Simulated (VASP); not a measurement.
Set up this calculation in VASP 6.6.1, as the native input.

```
Task                   : relaxation of cell and atoms
Functional             : PBE
Potentials or basis    : VASP PAW PBE potentials, release 64 (Bi_d, H)
Cutoff                 : 600 eV
k mesh                 : 4 × 4 × 4
Occupations            : gaussian, width 0.1 eV
Spin                   : no spin polarisation
Dipole correction      : no
Further INCAR settings : ALGO = Normal; EDIFF = 1e-07; IBRION = 2; EDIFFG = -0.04; NSW = 90; ISIF = 3
```

The structure of BiH3 lies in POSCAR:

```
BiH3
1.0
    4.5103947400      0.0000000000      0.0000000000
    0.0000000000      4.5103947400      0.0000000000
    0.0000000000      0.0000000000      4.5103947400
Bi H
2 6
Direct
    0.0000000000      0.0000000000      0.0000000000
    0.5000000000      0.5000000000      0.5000000000
    0.2500000000      0.0000000000      0.5000000000
    0.5000000000      0.7500000000      0.0000000000
    0.7500000000      0.0000000000      0.5000000000
    0.5000000000      0.2500000000      0.0000000000
    0.0000000000      0.5000000000      0.7500000000
    0.0000000000      0.5000000000      0.2500000000
```

These files were run (other wordings do the same):

INCAR

```
SYSTEM = BiH3
ALGO = Normal ; EDIFF = 1E-7
EDIFFG = -0.04 ; ENCUT = 600
GGA = PE ; IBRION = 2
ISIF = 3 ; ISMEAR = 0
LASPH = .TRUE. ; LCHARG = .FALSE.
LREAL = .FALSE. ; LWAVE = .FALSE.
NELM = 100 ; NSW = 90
PREC = Accurate ; SIGMA = 0.1
```

KPOINTS

```
k-points
0
G
  4 4 4
  0 0 0
```

Potentials or basis: VASP PAW PBE potentials, release 64 (Bi_d, H).

The run is started by

```sh
$ cat potpaw_PBE.64/Bi_d/POTCAR potpaw_PBE.64/H/POTCAR > POTCAR
$ mpirun -np 1 vasp_std > vasp.out
```

It gave:

- Relaxed volume: 10.00 Å³/atom
- Relaxed cell: a = 4.309 Å, b = 4.309 Å, c = 4.309 Å, α = 90.00°, β = 90.00°, γ = 90.00°
- Space group after relaxing (to 0.05 Å): Pm-3n (No. 223)
- Energy gained by relaxing: 42.7 meV/atom
- Ionic steps: 3
- Pressure after relaxing: -0.3 GPa
- Band gap on the k mesh: zero (band 18 reaches 6.83 eV, above the bottom of band 19 at 5.91 eV)

Caveat: spin-orbit coupling is left out, which moves the levels of the heavy elements.

Wall time 98 s on 1 thread of AMD EPYC 7R43 64-Core Processor (Zen 3), with other jobs on the host, peak memory 0.18 GiB.
